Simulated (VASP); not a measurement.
The system is SrO.

```xyz
2
Lattice="0.0000 2.5650 2.5650 2.5650 0.0000 2.5650 2.5650 2.5650 0.0000" Properties=species:S:1:pos:R:3 pbc="T T T"
Sr    0.0000    0.0000    0.0000
O     2.5650    2.5650    2.5650
```

```yaml
Program: VASP 6.6.1
Task: relaxation of cell and atoms
Functional: PBE
Potentials_or_basis: VASP PAW PBE potentials, release 64 (Sr_sv, O)
Cutoff: 600 eV
k_mesh: 8 × 8 × 8
Occupations: methfessel-paxton, width 0.02 eV
Spin: no spin polarisation
```

At the start: pressure 4.0 GPa; volume 16.88 Å³/atom.

How do energy, volume and symmetry change on relaxing?

Over 3 steps the energy falls by 8.9 meV/atom and the volume is 17.62 Å³/atom (+4.4 %); space group Fm-3m (No. 225, to 0.1 Å) before and after.

The path:
| step | energy change (eV) | largest force (eV/Å) | pressure (GPa) | volume (Å³) |
| --- | --- | --- | --- | --- |
| 1 | 0.0000 | 0.0000 | 3.98 | 33.75 |
| 2 | -0.0150 | 0.0000 | -1.38 | 35.84 |
| 3 | -0.0177 | 0.0000 | 0.01 | 35.23 |

Final structure:
```cif
data_structure
_symmetry_space_group_name_H-M 'P 1'
_symmetry_Int_Tables_number 1
_cell_length_a 3.6798
_cell_length_b 3.6798
_cell_length_c 3.6798
_cell_angle_alpha 60.000
_cell_angle_beta 60.000
_cell_angle_gamma 60.000
_cell_volume 35.23
loop_
_atom_site_label
_atom_site_type_symbol
_atom_site_fract_x
_atom_site_fract_y
_atom_site_fract_z
_atom_site_occupancy
Sr1 Sr 0.00000 0.00000 0.00000 1
O1 O 0.50000 0.50000 0.50000 1
```
